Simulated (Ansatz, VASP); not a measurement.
**Two plane-wave programs on Ir**

The input INCAR:

```
SYSTEM = Ir
PREC = Accurate
ENCUT = 520
EDIFF = 1E-6
ISMEAR = -1
SIGMA = 0.05
LREAL = .False.
LASPH = .True.
NELM = 150
ALGO = Normal
ISIF = 2
LWAVE = .False.
LCHARG = .False.
ISPIN = 2
MAGMOM = 1
LORBIT = 11
LMAXMIX = 4
GGA = RP
NBANDS = 14
```

KPOINTS

```
regular mesh
0
Gamma
  23 23 23
  0 0 0
```

POSCAR

```
Ir
1.0
    0.0000000000      1.8903539792      1.8903539792
    1.8903539792      0.0000000000      1.8903539792
    1.8903539792      1.8903539792      0.0000000000
Ir
1
Direct
    0.0000000000      0.0000000000      0.0000000000
```

Input for Ansatz:

```yaml
crystal:
  lattice:
    - [0.0, 1.8903539791, 1.8903539791]
    - [1.8903539791, 0.0, 1.8903539791]
    - [1.8903539791, 1.8903539791, 0.0]
  atoms:
    - { symbol: Ir, position: [0.0, 0.0, 0.0], spin: 1.0 }
hamiltonian:
  xc: rpbe
  pseudopotentials:
    kind: paw
    azcp:
      Ir: "pseudopotentials/Ir.paw.azcp"
basis:
  ecutwfc: 420
  fft_grid_basis: typed
kpoints:
  mp_grid: { grid: [23, 23, 23], shift: [0, 0, 0] }
magnetization:
  spin_polarized: true
scf:
  occupations: { method: fermi_dirac, width: 0.05 }
output:
  stress: true
```

Alike in both runs: task single point; functional RPBE; k mesh 23 × 23 × 23; occupations fermi-dirac, width 0.05 eV; collinear spin.

|  | VASP | Ansatz |
| --- | --- | --- |
| version | VASP 6.6.1 | Ansatz 0.2.0 |
| potentials or method | VASP PAW PBE potentials, release 64 (Ir), cutoff 520 eV | plane waves (420 eV) with PAW, scalar-relativistic |
| valence electrons in the cell | 9 | 17 |

|  | VASP | Ansatz | Ansatz less VASP |
| --- | --- | --- | --- |
| net moment per atom (μB) | 0.00 | 0.00 | 0.000 |

VASP's potentials were made for PBE, not for RPBE. The functional is the same, so the differences come from potentials, cutoffs and numerics. VASP's potentials hold 9 valence electrons a cell and Ansatz's 17, so a difference there can come from the potentials and not from the codes. Ansatz's warnings: seeded moment not kept.

Spin-orbit coupling is off throughout.
